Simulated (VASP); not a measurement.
The system is CdSe.

```
Cd Se
1.0
     4.30000    0.00000    0.00000
    -2.15000    3.72391    0.00000
     0.00000    0.00000    7.02000
Cd Se
2 2
Direct
  0.66667 0.33333 0.50000
  0.33333 0.66667 0.00000
  0.66667 0.33333 0.88500
  0.33333 0.66667 0.38500
```

Program: VASP 6.6.1. Alike in all runs: task single point; potentials or basis VASP PAW PBE potentials, release 64 (Cd, Se); no spin polarisation; cell as given; cutoff (eV) 520.

Task: Order these runs on this cell by their band gap on the k mesh, lowest first.
A. level PBE0; k mesh 4 × 4 × 2; smearing fermi-dirac 0.05 eV; grid for exact exchange (PRECFOCK) Normal; share of exact exchange 0.25
B. level PBE; k mesh 7 × 7 × 4; smearing gaussian 0.029 eV
C. level PBE-based global hybrid with 50 % exact exchange; k mesh 4 × 4 × 2; smearing fermi-dirac 0.05 eV; grid for exact exchange (PRECFOCK) Normal; share of exact exchange 0.5
D. level PBEsol-based screened hybrid with 25 % exact exchange; k mesh 4 × 4 × 2; smearing fermi-dirac 0.05 eV; grid for exact exchange (PRECFOCK) Normal; share of exact exchange 0.25; screening parameter 0.207 1/Å

Result: B (0.70 eV), D (1.52 eV), A (2.35 eV), C (4.13 eV).

Caveats: some runs use coarse meshes; semilocal functionals underestimate gaps, and a narrow one can read as zero (at least some runs).
